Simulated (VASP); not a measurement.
Input of a VASP 6.6.1 run:

File INCAR:

```
SYSTEM = SiGe
  PREC = Accurate
  ENCUT = 520
  EDIFF = 1E-6
  ISMEAR = -1
  SIGMA = 0.03
  LREAL = .FALSE.
  LASPH = .TRUE.
  NELM = 60
  ALGO = Normal
  ISIF = 2
  LWAVE = .FALSE.
  LCHARG = .TRUE.
  GGA = PS
  LELF = .TRUE.
  LVHAR = .TRUE.
  NBANDS = 26
```

Contents of KPOINTS:

```
regular mesh
0
G
  9 9 4
  0 0 0
```

POSCAR

```
SiGe
1.0
    3.6363420813      0.0000000000      0.0000000000
   -1.8181710407      3.1491646193      0.0000000000
    0.0000000000      0.0000000000      6.1696522021
Ge Si
2 2
Direct
    0.0000000000      0.0000000000      0.0000000000
    0.0000000000      0.0000000000      0.5000000000
    0.3333333333      0.6666666667      0.2500000000
    0.6666666667      0.3333333333      0.7500000000
```

Potentials or basis: VASP PAW PBE potentials, release 64 (Ge_d, Si).

Launch:

```bash
$ cat potpaw_PBE.64/Ge_d/POTCAR potpaw_PBE.64/Si/POTCAR > POTCAR
$ mpirun -np 1 vasp_std > vasp.out
```

Problem. Predict the band gap on the k mesh.

Solution. Zero (bands 18 and 19 overlap by 4.50 eV).

Problem. Estimate the pressure.

Solution. 0.0 GPa.

Caveat: the PAW data sets were made with another functional, which shifts forces and pressure a little.
